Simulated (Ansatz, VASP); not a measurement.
# One calculation of Si7B, two programs

```
CELL_PARAMETERS angstrom
0.00000 3.76020 3.76020
3.76020 0.00000 3.76020
3.76020 3.76020 0.00000
ATOMIC_POSITIONS crystal
Si 0.50000 0.50000 0.50000
Si 0.00000 0.00000 0.50000
Si 0.50000 0.00000 0.50000
Si 0.00000 0.50000 0.50000
Si 0.50000 0.50000 0.00000
Si 0.00000 0.50000 0.00000
Si 0.50000 0.00000 0.00000
B 0.00000 0.00000 0.00000
```

Change from the starting cell: species swapped into the LiPd7 type (Fm-3m, No. 225).

Alike in both runs: functional PBE; k mesh 4 × 4 × 4; occupations gaussian, width 0.2 eV; no spin polarisation.

Ansatz relaxed the structure, and its values are those at the end. VASP's run is a single point on that final structure, the one shown.

|  | VASP | Ansatz |
| --- | --- | --- |
| version | VASP 6.6.1 | Ansatz 0.2.0 |
| potentials or method | VASP PAW PBE potentials, release 64 (Si, B), cutoff 500 eV | scalar-relativistic, plane waves, PAW |
| valence electrons in the cell | 31 | 31 |

```tsv
	VASP	Ansatz	Ansatz less VASP
gap on the k mesh at the Fermi level (eV)	none	none	-
pressure (GPa)	0.2	0.3	+0.05
```

A gap of «none» marks a metal or a gap that the smearing closes.

The k mesh is coarse, so the values compare programs but aren't converged.
